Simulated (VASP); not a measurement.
A run of VASP 6.6.1:

INCAR

```
ALGO = Normal
EDIFF = 1E-6
ENCUT = 520
GGA = PE
ISIF = 2
ISMEAR = 0
LASPH = True
LCHARG = False
LREAL = False
LWAVE = False
NBANDS = 16
NELM = 60
PREC = Accurate
SIGMA = 0.02
```

KPOINTS

```
k-points
0
Gamma
  8 8 8
```

Contents of POSCAR:

```
CdTe
1.0
    0.0000000000      3.2191340500      3.2191340500
    3.2191340500      0.0000000000      3.2191340500
    3.2191340500      3.2191340500      0.0000000000
Cd Te
1 1
Direct
    0.0000000000      0.0000000000      0.0000000000
    0.7500000000      0.7500000000      0.7500000000
```

Potentials or basis: VASP PAW PBE potentials, release 64 (Cd, Te).

Command:

```sh
$ cat potpaw_PBE.64/Cd/POTCAR potpaw_PBE.64/Te/POTCAR > POTCAR
$ mpirun -np 1 vasp_std > vasp.out
```

Hardware: 1 thread of Intel(R) Xeon(R) Platinum 8259CL CPU @ 2.50GHz (Skylake/Cascade Lake), on a shared host.

**Question.** Estimate the wall time of this run.

**Answer.** It took 31 s on 1 thread of Intel(R) Xeon(R) Platinum 8259CL CPU @ 2.50GHz (Skylake/Cascade Lake), with other jobs on the host, peak memory 0.21 GiB. Counts: scf iterations 12, k points 29.
